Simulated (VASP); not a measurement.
# SnSe2 (P-3m1) in VASP: a series of runs, part 2 of 2

VASP 6.6.1. Earlier steps stand in the parts before.

## 3. Single point, r2SCAN (uniaxial z strain -3.0%)

POSCAR

```
SnSe2
1.0
    3.8251493298      0.0000000000      0.0000000000
   -1.9125746649      3.3126764929      0.0000000000
    0.0000000000      0.0000000000      6.0402666924
Sn Se
1 2
Direct
    0.0000000000      0.0000000000      0.0000000000
    0.3333333333      0.6666666667      0.2600427716
    0.6666666667      0.3333333333      0.7399572284
```

INCAR.step1

```
SYSTEM = SnSe2
PREC = Accurate
ENCUT = 520
ISMEAR = 0
SIGMA = 0.01
LREAL = .FALSE.
LASPH = .TRUE.
NELM = 80
NBANDS = 20
GGA = PE
ALGO = Normal
EDIFF = 1E-4
LWAVE = .TRUE.
LCHARG = .FALSE.
```

INCAR.step2

```
SYSTEM = SnSe2
PREC = Accurate
ENCUT = 520
EDIFF = 1E-6
ISMEAR = 0
SIGMA = 0.01
LREAL = .FALSE.
LASPH = .TRUE.
NELM = 80
ALGO = Normal
ISIF = 2
LWAVE = .FALSE.
LCHARG = .FALSE.
METAGGA = R2SCAN
LMIXTAU = .TRUE.
NBANDS = 20
ISTART = 1
```

KPOINTS

```
regular mesh
0
G
  12 12 4
  0 0 0
```

Potentials or basis: VASP PAW PBE potentials, release 64 (Sn_d, Se).

Started as:

```
$ cat potpaw_PBE.64/Sn_d/POTCAR potpaw_PBE.64/Se/POTCAR > POTCAR
$ cp INCAR.step1 INCAR
$ mpirun -np 1 vasp_std > vasp.out
$ cp INCAR.step2 INCAR
$ mpirun -np 1 vasp_std > vasp.out
```

OUTCAR:

```text
SYSTEM = SnSe2
   PREC = Accurate
   ENCUT = 520
   EDIFF = 1E-6
   ISMEAR = 0
   LREAL = .FALSE.
   LASPH = .TRUE.
   NELM = 80
   ISIF = 2
   METAGGA = R2SCAN
   ISTART = 1

 ion  position               nearest neighbor table
   1  0.000  0.000  0.000-   2 2.71   3 2.71   3 2.71   2 2.71   3 2.71   2 2.71
   2  0.333  0.667  0.260-   1 2.71   1 2.71   1 2.71
   3  0.667  0.333  0.740-   1 2.71   1 2.71   1 2.71

  LATTYP: Found a hexagonal cell.
 ALAT       =     3.8251493298
 C/A-ratio  =     1.5790930423

  Lattice vectors:

 A1 = (   3.8251493298,   0.0000000000,   0.0000000000)
 A2 = (  -1.9125746649,   3.3126764929,   0.0000000000)
 A3 = (   0.0000000000,   0.0000000000,   6.0402666924)

Analysis of symmetry for initial positions (statically):
=====================================================================
 Subroutine PRICEL returns:
 Original cell was already a primitive cell.

 Routine SETGRP: Setting up the symmetry group for a
 hexagonal supercell.

 Subroutine GETGRP returns: Found 12 space group operations
 (whereof 12 operations were pure point group operations)
 out of a pool of 24 trial point group operations.

[... 161 lines left out ...]

  energy without entropy =      -54.60214658  energy(sigma->0) =      -54.60214658

 E-fermi :   4.2150     XC(G=0): -10.1047

 val. band max:        4.1271627020   @ k =   0.0833   0.0833   0.0000
 cond. band min:       4.9876247285   @ k =   0.0000   0.4167   0.2500
 fundamental gap:      0.8604620265
 Fermi energy:         4.2149637793

 k-point     1 :       0.0000    0.0000    0.0000
  band No.  band energies     occupation
      1     -17.9167      2.00000
      2     -17.9166      2.00000
      3     -17.8610      2.00000
      4     -17.8523      2.00000
      5     -17.8522      2.00000
      6     -10.3827      2.00000
[... 541 lines left out ...]
     19      12.5549      0.00000
     20      13.3948      0.00000

 [... further k-points ...]

------------------------ aborting loop because EDIFF is reached ----------------------------------------

  FORCE on cell =-STRESS in cart. coord.  units (eV):
  Direction    XX          YY          ZZ          XY          YZ          ZX
  --------------------------------------------------------------------------------------
  -------------------------------------------------------------------------------------
  Total        0.7234812      0.7234812      0.9555270      0.0000000      0.0000000      0.0000000
  in kB       15.1444766     15.1444766     20.0018433      0.0000000      0.0000000      0.0000000
  external PRESSURE =      16.7635988 kB  Pullay stress =       0.0000000 kB

 VOLUME and BASIS-vectors are now :
 -----------------------------------------------------------------------------
  energy-cutoff  :      520.00
  volume of cell :       76.54
      direct lattice vectors                 reciprocal lattice vectors
     3.825149330  0.000000000  0.000000000     0.261427702  0.150935354  0.000000000
    -1.912574665  3.312676493  0.000000000     0.000000000  0.301870709  0.000000000
     0.000000000  0.000000000  6.040266692     0.000000000  0.000000000  0.165555604

 POSITION                                       TOTAL-FORCE (eV/Angst)
 -----------------------------------------------------------------------------------
      0.00000      0.00000      0.00000        -0.000000      0.000000     -0.000000
     -0.00000      2.20845      1.57073        -0.000000      0.000000     -0.023684
      1.91257      1.10423      4.46954         0.000000      0.000000      0.023684
 -----------------------------------------------------------------------------------
    total drift:                                0.000000      0.000000      0.000000

  FREE ENERGIE OF THE ION-ELECTRON SYSTEM (eV)
  ---------------------------------------------------
  free  energy   TOTEN  =       -54.6021465828 eV

  energy  without entropy=      -54.6021465828  energy(sigma->0) =      -54.60214658
```

OUTCAR.step1:

```text
SYSTEM = SnSe2
   PREC = Accurate
   ENCUT = 520
   ISMEAR = 0
   LREAL = .FALSE.
   LASPH = .TRUE.
[... 777 lines left out ...]
      0.00000      0.00000      0.00000         0.000000      0.000000      0.000000
     -0.00000      2.20845      1.57073        -0.000000      0.000000      0.286690
      1.91257      1.10423      4.46954         0.000000      0.000000     -0.286690
 -----------------------------------------------------------------------------------
    total drift:                                0.000000      0.000000     -0.000000

  FREE ENERGIE OF THE ION-ELECTRON SYSTEM (eV)
  ---------------------------------------------------
  free  energy   TOTEN  =       -11.7955248270 eV

  energy  without entropy=      -11.7955248270  energy(sigma->0) =      -11.79552483
```

OSZICAR.step1:

```text
N       E                     dE             d eps       ncg     rms          rms(c)
DAV:   1     0.207428262272E+03    0.20743E+03   -0.12235E+04  2848   0.148E+03
DAV:   2     0.123482040608E+02   -0.19508E+03   -0.18726E+03  2944   0.389E+02
DAV:   3    -0.111915683702E+02   -0.23540E+02   -0.23035E+02  3344   0.115E+02
DAV:   4    -0.120328591005E+02   -0.84129E+00   -0.83964E+00  3308   0.226E+01
DAV:   5    -0.120525062258E+02   -0.19647E-01   -0.19645E-01  3812   0.365E+00    0.503E+00
DAV:   6    -0.118113267610E+02    0.24118E+00   -0.50475E-01  4164   0.732E+00    0.324E+00
DAV:   7    -0.117949565875E+02    0.16370E-01   -0.15094E-01  3224   0.241E+00    0.103E+00
DAV:   8    -0.117950305703E+02   -0.73983E-04   -0.11602E-02  3452   0.102E+00    0.279E-01
DAV:   9    -0.117955193815E+02   -0.48881E-03   -0.15171E-03  3160   0.291E-01    0.852E-02
DAV:  10    -0.117955248270E+02   -0.54455E-05   -0.10625E-04  2368   0.741E-02
   1 F= -.11795525E+02 E0= -.11795525E+02  d E =-.145878E-13
```

Run time: 5.2 min. Hardware: 1 thread of AMD EPYC 9R45 (Zen 5), shared host; peak memory 0.22 GiB.

What came out:

| Quantity | Value |
| --- | --- |
| Free energy | -54.6021 eV |
| Pressure | 1.7 GPa |
| Largest force | 0.024 eV/Å |
| Band gap on the k mesh | 0.86 eV, indirect (least direct gap 1.33 eV) |

Forces in eV/Å, atoms in the order of the input:
```
Sn   0.000  0.000  0.000
Se   0.000  0.000 -0.024
Se   0.000  0.000  0.024
```

Caveat: the cell differs from its parent crystal (uniaxial z strain -3.0%); the PAW data sets were made with another functional, which shifts forces and pressure a little; spin-orbit coupling is left out, which moves the levels of the heavy elements.

## 4. Single point, r2SCAN (uniaxial z strain -2.0%)

POSCAR

```
SnSe2
1.0
    3.8251493298      0.0000000000      0.0000000000
   -1.9125746649      3.3126764929      0.0000000000
    0.0000000000      0.0000000000      6.1025374831
Sn Se
1 2
Direct
    0.0000000000      0.0000000000      0.0000000000
    0.3333333333      0.6666666667      0.2577190212
    0.6666666667      0.3333333333      0.7422809788
```

INCAR.step1

```
PREC = Accurate ; ENCUT = 520
ISMEAR = 0 ; SIGMA = 0.01
LREAL = F ; LASPH = T
NELM = 100 ; NBANDS = 20
GGA = PE ; ALGO = Normal
EDIFF = 1E-4 ; LWAVE = T
LCHARG = F
```

INCAR.step2

```
PREC = Accurate ; ENCUT = 520
EDIFF = 1E-6 ; ISMEAR = 0
SIGMA = 0.01 ; LREAL = F
LASPH = T ; NELM = 100
ALGO = Normal ; ISIF = 2
LWAVE = F ; LCHARG = T
METAGGA = R2SCAN ; LMIXTAU = T
LELF = T ; LVHAR = T
NBANDS = 20 ; ISTART = 1
```

KPOINTS

```
Automatic mesh
0
Gamma
  12 12 4
```

Potentials or basis: VASP PAW PBE potentials, release 64 (Sn_d, Se).

Started as:

```
$ cat potpaw_PBE.64/Sn_d/POTCAR potpaw_PBE.64/Se/POTCAR > POTCAR
$ cp INCAR.step1 INCAR
$ mpirun -np 1 vasp_std > vasp.out
$ cp INCAR.step2 INCAR
$ mpirun -np 1 vasp_std > vasp.out
```

OUTCAR:

```text
PREC = Accurate
   ENCUT = 520
   EDIFF = 1E-6
   ISMEAR = 0
   LREAL = F
   LASPH = T
   NELM = 100
   ISIF = 2
   METAGGA = R2SCAN
   ISTART = 1

 ion  position               nearest neighbor table
   1  0.000  0.000  0.000-   2 2.71   3 2.71   3 2.71   2 2.71   3 2.71   2 2.71
   2  0.333  0.667  0.258-   1 2.71   1 2.71   1 2.71
   3  0.667  0.333  0.742-   1 2.71   1 2.71   1 2.71

  LATTYP: Found a hexagonal cell.
 ALAT       =     3.8251493298
 C/A-ratio  =     1.5953723520

  Lattice vectors:

 A1 = (   3.8251493298,   0.0000000000,   0.0000000000)
 A2 = (  -1.9125746649,   3.3126764929,   0.0000000000)
 A3 = (   0.0000000000,   0.0000000000,   6.1025374831)

Analysis of symmetry for initial positions (statically):
=====================================================================
 Subroutine PRICEL returns:
 Original cell was already a primitive cell.

 Routine SETGRP: Setting up the symmetry group for a
 hexagonal supercell.

 Subroutine GETGRP returns: Found 12 space group operations
 (whereof 12 operations were pure point group operations)
 out of a pool of 24 trial point group operations.
[... 161 lines left out ...]
  free energy    TOTEN  =       -54.61184384 eV

  energy without entropy =      -54.61184384  energy(sigma->0) =      -54.61184384

 E-fermi :   4.0503     XC(G=0): -10.0430

 val. band max:        3.9600505725   @ k =   0.0833   0.0833   0.0000
 cond. band min:       4.8791700376   @ k =   0.0000   0.4167   0.2500
 fundamental gap:      0.9191194651
 Fermi energy:         4.0503327157

 k-point     1 :       0.0000    0.0000    0.0000
  band No.  band energies     occupation
      1     -18.0260      2.00000
      2     -18.0260      2.00000
      3     -17.9702      2.00000
      4     -17.9618      2.00000
      5     -17.9617      2.00000
      6     -10.4641      2.00000
[... 541 lines left out ...]
     19      12.4608      0.00000
     20      13.3226      0.00000

 [... further k-points ...]

------------------------ aborting loop because EDIFF is reached ----------------------------------------

  FORCE on cell =-STRESS in cart. coord.  units (eV):
  Direction    XX          YY          ZZ          XY          YZ          ZX
  --------------------------------------------------------------------------------------
  -------------------------------------------------------------------------------------
  Total        0.6339447      0.6339447      0.7721613     -0.0000000      0.0000000     -0.0000000
  in kB       13.1348183     13.1348183     15.9985534     -0.0000000      0.0000000     -0.0000000
  external PRESSURE =      14.0893966 kB  Pullay stress =       0.0000000 kB

 VOLUME and BASIS-vectors are now :
 -----------------------------------------------------------------------------
  energy-cutoff  :      520.00
  volume of cell :       77.33
      direct lattice vectors                 reciprocal lattice vectors
     3.825149330  0.000000000  0.000000000     0.261427702  0.150935354  0.000000000
    -1.912574665  3.312676493  0.000000000     0.000000000  0.301870709  0.000000000
     0.000000000  0.000000000  6.102537483     0.000000000  0.000000000  0.163866261

 POSITION                                       TOTAL-FORCE (eV/Angst)
 -----------------------------------------------------------------------------------
      0.00000      0.00000      0.00000         0.000000      0.000000      0.000000
     -0.00000      2.20845      1.57274         0.000000     -0.000000     -0.021090
      1.91257      1.10423      4.52980        -0.000000      0.000000      0.021090
 -----------------------------------------------------------------------------------
    total drift:                                0.000000      0.000000      0.000000

  FREE ENERGIE OF THE ION-ELECTRON SYSTEM (eV)
  ---------------------------------------------------
  free  energy   TOTEN  =       -54.6118438358 eV

  energy  without entropy=      -54.6118438358  energy(sigma->0) =      -54.61184384
```

OSZICAR.step1:

```text
N       E                     dE             d eps       ncg     rms          rms(c)
DAV:   1     0.204724431635E+03    0.20472E+03   -0.12187E+04  2824   0.147E+03
DAV:   2     0.113358477845E+02   -0.19339E+03   -0.18577E+03  2916   0.380E+02
DAV:   3    -0.112424916090E+02   -0.22578E+02   -0.22037E+02  3296   0.114E+02
DAV:   4    -0.120463834014E+02   -0.80389E+00   -0.80195E+00  3320   0.223E+01
DAV:   5    -0.120651683099E+02   -0.18785E-01   -0.18783E-01  3748   0.360E+00    0.501E+00
DAV:   6    -0.118227000154E+02    0.24247E+00   -0.50822E-01  4152   0.732E+00    0.323E+00
DAV:   7    -0.118061297036E+02    0.16570E-01   -0.15039E-01  3248   0.241E+00    0.103E+00
DAV:   8    -0.118061824843E+02   -0.52781E-04   -0.11665E-02  3464   0.102E+00    0.276E-01
DAV:   9    -0.118066717439E+02   -0.48926E-03   -0.15108E-03  3148   0.291E-01    0.844E-02
DAV:  10    -0.118066781260E+02   -0.63821E-05   -0.10749E-04  2452   0.743E-02
   1 F= -.11806678E+02 E0= -.11806678E+02  d E =-.520816E-15
```

Run time: 5.9 min. Hardware: 1 thread of AMD EPYC 9R45 (Zen 5), shared host; peak memory 0.23 GiB.

What came out:

- Free energy: -54.6118 eV
- Pressure: 1.4 GPa
- Largest force: 0.021 eV/Å
- Band gap on the k mesh: 0.92 eV, indirect (least direct gap 1.40 eV)

Forces in eV/Å, atoms in the order of the input:
```
Sn   0.000  0.000  0.000
Se   0.000  0.000 -0.021
Se   0.000  0.000  0.021
```

Levels at points of the mesh, in eV from the valence-band top:
```tsv
k point	band 9	band 10	band 11	band 12	band 13	band 14	band 15	band 16	band 17	band 18
(0.00, 0.00, 0.00)	-0.71	-0.71	-0.46	-0.46	-0.09	1.31	3.46	4.97	4.97	8.73
(0.50, 0.00, 0.00)	-4.50	-3.12	-2.70	-1.42	-0.36	1.37	4.14	5.61	5.68	7.49
(0.00, 0.00, 0.50)	-2.30	-0.84	-0.84	-0.26	-0.26	2.79	3.39	4.65	4.65	8.35
(0.50, 0.00, 0.50)	-5.05	-2.47	-2.05	-0.96	-0.85	0.96	4.54	5.09	6.27	6.58
```

Caveat: the cell differs from its parent crystal (uniaxial z strain -2.0%); the PAW data sets were made with another functional, which shifts forces and pressure a little; spin-orbit coupling is left out, which moves the levels of the heavy elements. A k mesh can miss the band edges.

## 5. Single point, r2SCAN (uniaxial z strain -1.0%)

POSCAR

```
SnSe2
1.0
    3.8251493298      0.0000000000      0.0000000000
   -1.9125746649      3.3126764929      0.0000000000
    0.0000000000      0.0000000000      6.1648082737
Sn Se
1 2
Direct
    0.0000000000      0.0000000000      0.0000000000
    0.3333333333      0.6666666667      0.2554203647
    0.6666666667      0.3333333333      0.7445796353
```

INCAR.step1

```
PREC = Accurate
ENCUT = 520
ISMEAR = 0
SIGMA = 0.01
LREAL = False
LASPH = True
NELM = 100
NBANDS = 20
GGA = PE
ALGO = Normal
EDIFF = 1E-4
LWAVE = True
LCHARG = False
```

INCAR.step2

```
PREC = Accurate
ENCUT = 520
EDIFF = 1E-6
ISMEAR = 0
SIGMA = 0.01
LREAL = False
LASPH = True
NELM = 100
ALGO = Normal
ISIF = 2
LWAVE = False
LCHARG = True
METAGGA = R2SCAN
LMIXTAU = True
LELF = True
LVHAR = True
NBANDS = 20
ISTART = 1
```

KPOINTS is that of step 4.

Started as:

```
$ cat potpaw_PBE.64/Sn_d/POTCAR potpaw_PBE.64/Se/POTCAR > POTCAR
$ cp INCAR.step1 INCAR
$ mpirun -np 1 vasp_std > vasp.out
$ cp INCAR.step2 INCAR
$ mpirun -np 1 vasp_std > vasp.out
```

Wall time 5.9 min (1 thread of AMD EPYC 9R45 (Zen 5), shared host); peak memory 0.23 GiB.

It converged, with:

```yaml
Free_energy: -54.6196 eV
Pressure: 1.2 GPa
Largest_force: 0.020 eV/Å
Band_gap_on_the_k_mesh: 0.98 eV, indirect (least direct gap 1.47 eV)
```

Forces on the atoms (eV/Å):
```
Sn   0.000  0.000  0.000
Se   0.000  0.000 -0.020
Se   0.000  0.000  0.020
```

Stress tensor (GPa, compression positive):
```
1.14 0.00 0.00
0.00 1.14 0.00
0.00 0.00 1.24
```

Levels at points of the mesh, in eV from the valence-band top:
```tsv
k point	band 11	band 12	band 13	band 14	band 15	band 16
(0.00, 0.00, 0.00)	-0.38	-0.38	-0.10	1.37	3.52	5.02
(0.50, 0.00, 0.00)	-2.62	-1.32	-0.32	1.39	4.21	5.69
(0.00, 0.00, 0.50)	-0.76	-0.20	-0.20	2.80	3.46	4.72
(0.50, 0.00, 0.50)	-2.03	-0.89	-0.76	0.98	4.60	5.14
```

Caveat: the cell differs from its parent crystal (uniaxial z strain -1.0%); the PAW data sets were made with another functional, which shifts forces and pressure a little; spin-orbit coupling is left out, which moves the levels of the heavy elements.

## 6. The runs side by side

```tsv
cell	gap on the mesh (eV)	pressure (GPa)	largest force (eV/Å)
a = 3.825, b = 3.825, c = 5.978 Å, angles 90.0, 90.0, 120.0°, 3 atoms	0.80	2.0	0.02
a = 3.825, b = 3.825, c = 6.040 Å, angles 90.0, 90.0, 120.0°, 3 atoms	0.86	1.7	0.02
a = 3.825, b = 3.825, c = 6.103 Å, angles 90.0, 90.0, 120.0°, 3 atoms	0.92	1.4	0.02
a = 3.825, b = 3.825, c = 6.165 Å, angles 90.0, 90.0, 120.0°, 3 atoms	0.98	1.2	0.02
```

Alike in all rows: task single point; level r2SCAN; potentials or basis VASP PAW PBE potentials, release 64 (Sn_d, Se); no spin polarisation; k mesh 12 × 12 × 4; cutoff (eV) 520; smearing gaussian 0.01 eV.

Caveats: the PAW data sets were made with another functional, which shifts forces and pressure a little; spin-orbit coupling is left out, which moves the levels of the heavy elements.

Total energies depend on the potentials used, so only differences within one code and one set of settings carry meaning.
